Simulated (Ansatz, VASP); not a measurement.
# Pd in VASP and in Ansatz

```
CELL_PARAMETERS angstrom
0.00000 2.03482 2.03482
2.03482 0.00000 2.03482
2.03482 2.03482 0.00000
ATOMIC_POSITIONS crystal
Pd 0.00000 0.00000 0.00000
```

Alike in both runs: task single point; functional PBE; k mesh 18 × 18 × 18; occupations gaussian, width 0.1 eV; no spin polarisation.

|  | VASP | Ansatz |
| --- | --- | --- |
| version | VASP 6.6.1 | Ansatz 0.2.0 |
| potentials or method | VASP PAW PBE potentials, release 64 (Pd), cutoff 520 eV | scalar-relativistic, plane waves, PAW |
| valence electrons in the cell | 10 | 18 |

|  | VASP | Ansatz | Ansatz less VASP |
| --- | --- | --- | --- |
| gap on the k mesh at the Fermi level (eV) | none | none | - |
| pressure (GPa) | -12.5 | -12.3 | +0.14 |

A gap of «none» marks a metal or a gap that the smearing closes. VASP's potentials hold 10 valence electrons a cell and Ansatz's 18, so a difference there can come from the potentials and not from the codes.
